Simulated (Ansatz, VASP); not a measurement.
**Si: VASP beside Ansatz**

The input INCAR:

```
SYSTEM = Si
PREC = Accurate
ENCUT = 520
EDIFF = 1E-7
ISMEAR = 0
SIGMA = 0.03
LREAL = .FALSE.
LASPH = .TRUE.
NELM = 80
ALGO = Normal
ISIF = 2
LWAVE = .FALSE.
LCHARG = .FALSE.
GGA = PE
NBANDS = 26
```

The input KPOINTS:

```
Automatic mesh
0
G
  10 10 6
  0 0 0
```

Contents of POSCAR:

```
Si
1.0
    6.9563139221     -1.9334397594     -0.0049437215
    6.9563139221      1.9334397594     -0.0049437215
   -0.7559043688      0.0000000000      6.3195533039
Si
8
Direct
    0.0169230152      0.0944013178      0.8741221558
    0.9055986822      0.9830769848      0.1258778442
    0.5163120269      0.6021485445      0.6536328742
    0.3978514555      0.4836879731      0.3463671258
    0.3211979420      0.1045891762      0.0570686657
    0.8954108238      0.6788020580      0.9429313343
    0.7003787968      0.7536727424      0.5855965457
    0.2463272576      0.2996212032      0.4144034543
```

Input for Ansatz:

```yaml
crystal:
  lattice:
    - [6.9563139221, -1.9334397594, -0.0049437215]
    - [6.9563139221, 1.9334397594, -0.0049437215]
    - [-0.7559043688, 0.0, 6.3195533039]
  atoms:
    - { symbol: Si, position: [0.0169230152, 0.0944013178, 0.8741221558] }
    - { symbol: Si, position: [0.9055986822, 0.9830769848, 0.1258778442] }
    - { symbol: Si, position: [0.5163120269, 0.6021485445, 0.6536328742] }
    - { symbol: Si, position: [0.3978514555, 0.4836879731, 0.3463671258] }
    - { symbol: Si, position: [0.321197942, 0.1045891762, 0.0570686657] }
    - { symbol: Si, position: [0.8954108238, 0.678802058, 0.9429313343] }
    - { symbol: Si, position: [0.7003787968, 0.7536727424, 0.5855965457] }
    - { symbol: Si, position: [0.2463272576, 0.2996212032, 0.4144034543] }
basis:
  ecutwfc: 420
kpoints:
  mp_grid: { grid: [10, 10, 6] }
hamiltonian:
  xc: pbe
  pseudopotentials: { kind: paw, azcp: { folder: soft_1 } }
scf:
  occupations: { method: gaussian, width: 0.03 }
output:
  forces: true
  stress: true
  eigenvalues: true
```

Change from the starting cell: mode 4 frozen in at -0.419 Å, strain +e along z and -e/2 along x and y +0.0000.

Alike in both runs: task single point; functional PBE; k mesh 10 × 10 × 6; occupations gaussian, width 0.03 eV; no spin polarisation.

```csv
,VASP,Ansatz
version,VASP 6.6.1,Ansatz 0.2.0
potentials or method,"VASP PAW PBE potentials, release 64 (Si), cutoff 520 eV","scalar-relativistic, plane waves, PAW"
valence electrons in the cell,32,32
```

```csv
,VASP,Ansatz,Ansatz less VASP
gap on the k mesh at the Fermi level (eV),0.54,0.54,0.000
least direct gap on the mesh (eV),1.04,1.04,-0.002
pressure (GPa),-1.4,-1.4,+0.06
"traceless stress, the component that is largest in VASP (GPa)",-0.97,-0.97,-0.002
rms of the force components (eV/Å),0.297,0.297,+0.0001
```

Atom by atom the forces differ by 0.002 eV/Å (rms over components).
